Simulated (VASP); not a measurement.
# KI (Fm-3m) in VASP: vibrations by perturbation theory with LDA

Aim: the vibrations by perturbation theory of KI with LDA.

All numbers are computed with VASP 6.6.1; they aren't measurements. Logs are shortened: lines on timing, memory, paths and dates and some standing lists are left out, and cuts for length are marked.

**1. The cell of the first run**

It takes space group Fm-3m (No. 225, cubic). Conventional cell: a = 6.104 Å, b = 6.104 Å, c = 6.104 Å, α = 90.00°, β = 90.00°, γ = 90.00°. K (site symmetry m-3m) has 6 I at 3.05 Å within 4.0 Å. I (site symmetry m-3m) has 6 K at 3.05 Å within 4.0 Å.

**2. Vibrations by perturbation theory, LDA**

INCAR reads:

```
PREC = Accurate
ENCUT = 520
EDIFF = 1E-8
ISMEAR = 0
SIGMA = 0.01
LREAL = False
LASPH = True
NELM = 60
ALGO = Normal
ISIF = 2
LWAVE = False
LCHARG = False
GGA = CA
IBRION = 8
NSW = 1
LEPSILON = True
```

KPOINTS reads:

```
Automatic mesh
0
Gamma
  6 6 6
```

POSCAR reads:

```
KI
1.0
    0.0000000000      3.0518774250      3.0518774250
    3.0518774250      0.0000000000      3.0518774250
    3.0518774250      3.0518774250      0.0000000000
K I
1 1
Direct
    0.0000000000      0.0000000000      0.0000000000
    0.5000000000      0.5000000000      0.5000000000
```

Potentials or basis: VASP PAW LDA potentials, release 64 (K_sv, I).

On the command line:

```console
cat potpaw_LDA.64/K_sv/POTCAR potpaw_LDA.64/I/POTCAR > POTCAR
mpirun -np 1 vasp_std > vasp.out
```

OUTCAR:

```text
PREC = Accurate
   ENCUT = 520
   EDIFF = 1E-8
   ISMEAR = 0
   LREAL = False
   LASPH = True
   NELM = 60
   ISIF = 2
   GGA = CA
   IBRION = 8
   NSW = 1
   LEPSILON = True

 ion  position               nearest neighbor table
   1  0.000  0.000  0.000-   2 3.05   2 3.05   2 3.05   2 3.05   2 3.05   2 3.05
   2  0.500  0.500  0.500-   1 3.05   1 3.05   1 3.05   1 3.05   1 3.05   1 3.05

  LATTYP: Found a face centered cubic cell.
 ALAT       =     6.1037548500

  Lattice vectors:

 A1 = (   0.0000000000,   3.0518774250,   3.0518774250)
 A2 = (   3.0518774250,   0.0000000000,   3.0518774250)
 A3 = (   3.0518774250,   3.0518774250,   0.0000000000)

Analysis of symmetry for initial positions (statically):
=====================================================================
 Subroutine PRICEL returns:
 Original cell was already a primitive cell.

 Routine SETGRP: Setting up the symmetry group for a
 face centered cubic supercell.

 Subroutine GETGRP returns: Found 48 space group operations
 (whereof 48 operations were pure point group operations)
 out of a pool of 48 trial point group operations.

The static configuration has the point symmetry O_h .

Analysis of symmetry for dynamics (positions and initial velocities):
=====================================================================
 Subroutine PRICEL returns:
 Original cell was already a primitive cell.

 Routine SETGRP: Setting up the symmetry group for a
 face centered cubic supercell.

 Subroutine GETGRP returns: Found 48 space group operations
 (whereof 48 operations were pure point group operations)
 out of a pool of 48 trial point group operations.

The dynamic configuration has the point symmetry O_h .

 Subroutine INISYM returns: Found 48 space group operations
 (whereof 48 operations are pure point group operations),
 and found     1 'primitive' translations

----------------------------------------------------------------------------------------

                                     Primitive cell

  volume of cell :      56.8501

  direct lattice vectors                    reciprocal lattice vectors
     0.000000000  3.051877425  3.051877425    -0.163833579  0.163833579  0.163833579
     3.051877425  0.000000000  3.051877425     0.163833579 -0.163833579  0.163833579
     3.051877425  3.051877425  0.000000000     0.163833579  0.163833579 -0.163833579

  length of vectors
     4.316006445  4.316006445  4.316006445     0.283768082  0.283768082  0.283768082

  position of ions in fractional coordinates (direct lattice)
     0.000000000  0.000000000  0.000000000
     0.500000000  0.500000000  0.500000000

  ion indices of the primitive-cell ions
   primitive index   ion index
                 1           1
                 2           2

----------------------------------------------------------------------------------------

 KPOINTS: Automatic mesh

Automatic generation of k-mesh.
 Grid dimensions read from file:
 generate k-points for:    6    6    6

 Generating k-lattice:

  Cartesian coordinates                     Fractional coordinates (reciprocal lattice)
    -0.027305596  0.027305596  0.027305596     0.166666667  0.000000000  0.000000000
     0.027305596 -0.027305596  0.027305596     0.000000000  0.166666667  0.000000000
     0.027305596  0.027305596 -0.027305596     0.000000000  0.000000000  0.166666667

  Length of vectors
     0.047294680  0.047294680  0.047294680

[... 373 lines left out ...]
  free energy    TOTEN  =        -0.49891488 eV

  energy without entropy =       -0.49891488

------------------------ aborting loop because EDIFF is reached ----------------------------------------

--------------------------------------- Ionic step        2  -------------------------------------------

------------------------ aborting loop because EDIFF is reached ----------------------------------------

--------------------------------------- Ionic step        3  -------------------------------------------

------------------------ aborting loop because EDIFF is reached ----------------------------------------

 PIEZOELECTRIC TENSOR FIELD DIRECTION 3  (e Angst)
 -----------------------------------------------------------------------------
    -0.00012  0.00000 -0.00000           (  0.00001  0.00000 -0.00000)
     0.00000 -0.00012 -0.00000           (  0.00000  0.00001  0.00000)
    -0.00000  0.00000 -0.00197           ( -0.00000  0.00000  0.00002)

 PIEZOELECTRIC TENSOR FIELD DIRECTION 3  (C/m^2)
 -----------------------------------------------------------------------------
    -0.00003  0.00000 -0.00000
     0.00000 -0.00003 -0.00000
    -0.00000  0.00000 -0.00055

--------------------------------------- Ionic step        4  -------------------------------------------

------------------------ aborting loop because EDIFF is reached ----------------------------------------

[... ionic steps 5 to 6 ...]

--------------------------------------- Ionic step        7  -------------------------------------------

 Free energy of the ion-electron system (eV)
  ---------------------------------------------------
  ---------------------------------------------------
  free energy    TOTEN  =        -0.08348672 eV

  energy without entropy =       -0.08348672

------------------------ aborting loop because EDIFF is reached ----------------------------------------

 INTERNAL STRAIN TENSOR  FOR ION    2  DIRECTION 1   (eV/Angst):
 -----------------------------------------------------------------------------
     0.00320  0.00000 -0.00000
    -0.00000  0.00334 -0.00000
     0.00000 -0.00000  0.00334

 MACROSCOPIC STATIC DIELECTRIC TENSOR (including local field effects in DFT)
 ------------------------------------------------------
           3.912671     0.000000     0.000000
          -0.000000     3.912671     0.000000
          -0.000000     0.000000     3.912671
 ------------------------------------------------------

 PIEZOELECTRIC TENSOR (including local field effects)  for field in x, y, z        (e  Angst)
          XX          YY          ZZ          XY          YZ          ZX
  --------------------------------------------------------------------------------
  x     0.00000     0.00000     0.00000     0.00000     0.00000     0.00000
  y     0.00000     0.00000     0.00000     0.00000     0.00000     0.00000
  z     0.00000     0.00000     0.00000     0.00000     0.00000     0.00000

 PIEZOELECTRIC TENSOR (including local field effects)  for field in x, y, z        (C/m^2)
          XX          YY          ZZ          XY          YZ          ZX
  --------------------------------------------------------------------------------
  x     0.00000     0.00000     0.00000     0.00000     0.00000     0.00000
  y     0.00000     0.00000     0.00000     0.00000     0.00000     0.00000
  z     0.00000     0.00000     0.00000     0.00000     0.00000     0.00000

 BORN EFFECTIVE CHARGES (including local field effects) (in |e|, cummulative output)
 ---------------------------------------------------------------------------------
 ion    1
    1     0.97481     0.00000    -0.00000
    2     0.00000     0.97481    -0.00000
    3    -0.00000     0.00000     0.97481
 ion    2
    1    -0.97481    -0.00000     0.00000
    2     0.00000    -0.97481     0.00000
    3     0.00000    -0.00000    -0.97481

 INTERNAL STRAIN TENSOR FOR ION    2 for displacements in x,y,z  (eV/Angst):
          X           Y           Z          XY          YZ          ZX
  --------------------------------------------------------------------------------
  x     0.00000     0.00000     0.00000     0.00000     0.00000     0.00000
  y     0.00000     0.00000     0.00000     0.00000     0.00000     0.00000
  z     0.00000     0.00000     0.00000     0.00000     0.00000     0.00000

 SECOND DERIVATIVES (NOT SYMMETRIZED)
 ------------------------------------
               1X          1Y          1Z          2X          2Y          2Z
  1X    -4.990314    0.000000    0.000000    4.990314    0.000000    0.000000
  1Y     0.000000   -4.990314    0.000000    0.000000    4.990314    0.000000
  1Z     0.000000    0.000000   -4.990314    0.000000    0.000000    4.990314
  2X     4.990181    0.000000    0.000000   -4.990181    0.000000    0.000000
  2Y     0.000000    4.990181    0.000000    0.000000   -4.990181    0.000000
  2Z     0.000000    0.000000    4.990181    0.000000    0.000000   -4.990181

 Eigenvectors and eigenvalues of the dynamical matrix
 ----------------------------------------------------

   1 f  =    6.387855 THz    40.136076 2PiTHz  213.075905 cm-1    26.418033 meV
             X         Y         Z           dx          dy          dz
      0.000000  0.000000  0.000000     0.000000   -0.874344    0.000000
      3.051877  3.051877  3.051877    -0.000000    0.485307    0.000000
[... 21 lines left out ...]
   6 f/i=    0.000036 THz     0.000228 2PiTHz    0.001212 cm-1     0.000150 meV
             X         Y         Z           dx          dy          dz
      0.000000  0.000000  0.000000    -0.055277   -0.144730    0.459913
      3.051877  3.051877  3.051877    -0.099590   -0.260750    0.828595

--------------------------------------------------------------------------------------------------------

 MACROSCOPIC STATIC DIELECTRIC TENSOR IONIC CONTRIBUTION
 ------------------------------------------------------
           0.606114    -0.000000    -0.000000
          -0.000000     0.606114     0.000000
          -0.000000     0.000000     0.606114
 ------------------------------------------------------

 ELASTIC MODULI CONTR FROM IONIC RELAXATION (kBar)
 Direction    XX          YY          ZZ          XY          YZ          ZX
 --------------------------------------------------------------------------------
 XX           0.0000      0.0000      0.0000      0.0000      0.0000      0.0000
 YY           0.0000      0.0000      0.0000      0.0000      0.0000      0.0000
 ZZ           0.0000      0.0000      0.0000      0.0000      0.0000      0.0000
 XY           0.0000      0.0000      0.0000      0.0000      0.0000      0.0000
 YZ           0.0000      0.0000      0.0000      0.0000      0.0000      0.0000
 ZX           0.0000      0.0000      0.0000      0.0000      0.0000      0.0000
 --------------------------------------------------------------------------------

 PIEZOELECTRIC TENSOR IONIC CONTR  for field in x, y, z        (C/m^2)
          XX          YY          ZZ          XY          YZ          ZX
  --------------------------------------------------------------------------------
  x     0.00000     0.00000     0.00000     0.00000     0.00000     0.00000
  y     0.00000     0.00000     0.00000     0.00000     0.00000     0.00000
  z     0.00000     0.00000     0.00000     0.00000     0.00000     0.00000
```

Run time: 2.2 min. Hardware: 1 thread of Intel Xeon Platinum 8488C (Sapphire Rapids), shared host; peak memory 0.22 GiB.

Results:

```
Electronic dielectric tensor (diagonal)                 : 3.91
Born charges (mean of the diagonal)                     : K +0.97; I -0.97 e
Highest phonon frequency at Γ, LO-TO splitting left out : 213 cm⁻¹
```

Phonon frequencies in cm⁻¹ (negative: imaginary):
```
              q point        frequencies
(0.000, 0.000, 0.000)  0 0 0 213 213 213
```

Electronic dielectric tensor:
```
3.91 0.00 0.00
0.00 3.91 0.00
0.00 0.00 3.91
```

Born effective charge tensors (e):
atom 1, K
```
0.97 0.00 0.00
0.00 0.97 0.00
0.00 0.00 0.97
```
atom 2, I
```
-0.97  0.00  0.00
 0.00 -0.97  0.00
 0.00  0.00 -0.97
```

Caveat: the cell wasn't relaxed at this level first, which shifts response properties; spin-orbit coupling is left out, which moves the levels of the heavy elements.
